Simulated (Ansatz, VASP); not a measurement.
# One calculation of HfN, two programs

```
Hf N
1.0
     3.21598    0.00000    0.00000
     0.00000    3.21598    0.00000
     0.00000    0.00000   20.54810
Hf N
3 3
Direct
  0.25000 0.25000 0.39576
  0.75000 0.75000 0.50000
  0.25000 0.25000 0.60424
  0.75000 0.75000 0.38479
  0.25000 0.25000 0.50000
  0.75000 0.75000 0.61521
```

Alike in both runs: functional PBE; k mesh 11 × 11 × 1; occupations fermi-dirac, width 0.08 eV; no spin polarisation.

Ansatz relaxed the structure, and its values are those at the end. VASP's run is a single point on that final structure, the one shown.

```csv
,VASP,Ansatz
version,VASP 6.6.1,Ansatz 0.2.0
potentials or method,"VASP PAW PBE potentials, release 64 (Hf_pv, N), cutoff 520 eV","all-electron LAPW, scalar-relativistic"
```

|  | VASP | Ansatz | Ansatz less VASP |
| --- | --- | --- | --- |
| rms of the force components (eV/Å) | 0.036 | 0.000 | -0.0353 |

Ansatz ran all-electron here, and VASP with PAW potentials. Ansatz's warnings: vacuum below fermi.

Neither program's run includes spin-orbit coupling.
